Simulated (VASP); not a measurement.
Write the native input for VASP 6.6.1 that does the following.

```yaml
Task: single point
Functional: PBE
Potentials_or_basis: VASP PAW PBE potentials, release 64 (Ir, Pt)
Cutoff: 500 eV
k_mesh: 6 × 6 × 4
Occupations: gaussian, width 0.1 eV
Spin: collinear spin
Starting_moments: "[1.0, 1.0, 0.0] μB"
Dipole_correction: no
Further_INCAR_settings: ALGO = Normal; EDIFF = 1e-06; NBANDS = 25
```

The structure of Ir2Pt lies in POSCAR:

```
Ir2Pt
1.0
    2.7343473037      0.0000000000      0.0000000000
    0.0000000000      2.7343473037      0.0000000000
    0.0000000000      0.0000000000      6.3946797941
Ir Pt
2 1
Direct
    0.5000000000      0.5000000000      0.3092560683
    0.5000000000      0.5000000000      0.6907439317
    0.0000000000      0.0000000000      0.0000000000
```

The cell was built from a structure type or drawn by symmetry, and may not be a known phase.

One way to write it, as run:

INCAR

```
SYSTEM = Ir2Pt
  ALGO = Normal
  EDIFF = 1E-6
  ENCUT = 500
  GGA = PE
  GGA_COMPAT = .FALSE.
  ISIF = 2
  ISMEAR = 0
  ISPIN = 2
  LASPH = .TRUE.
  LCHARG = .FALSE.
  LMAXMIX = 4
  LORBIT = 11
  LREAL = .FALSE.
  LWAVE = .FALSE.
  MAGMOM = 1 1 0
  NBANDS = 25
  NELM = 200
  PREC = Accurate
  SIGMA = 0.1
```

KPOINTS

```
k-points
0
G
  6 6 4
  0 0 0
```

Potentials or basis: VASP PAW PBE potentials, release 64 (Ir, Pt).

Command:

```sh
$ cat potpaw_PBE.64/Ir/POTCAR potpaw_PBE.64/Pt/POTCAR > POTCAR
$ mpirun -np 1 vasp_std > vasp.out
```

It gave:

| Property | Result |
| --- | --- |
| Pressure | -0.1 GPa |
| Largest force | 0.027 eV/Å |
| Band gap on the k mesh | zero (filled and empty bands overlap) |
| Net moment | 0.00 μB per cell |
| Valence electrons inside the program's atomic spheres | Ir 8.18; Pt 9.39 |

Caveat: the k points lie up to 0.38 Å⁻¹ apart, too coarse for converged energies and pressures of a metal; spin-orbit coupling is left out, which moves the levels of the heavy elements.

Run time: 2.2 min on 1 thread of Intel Xeon 8259CL, on a shared host, peak memory 0.2 GiB.
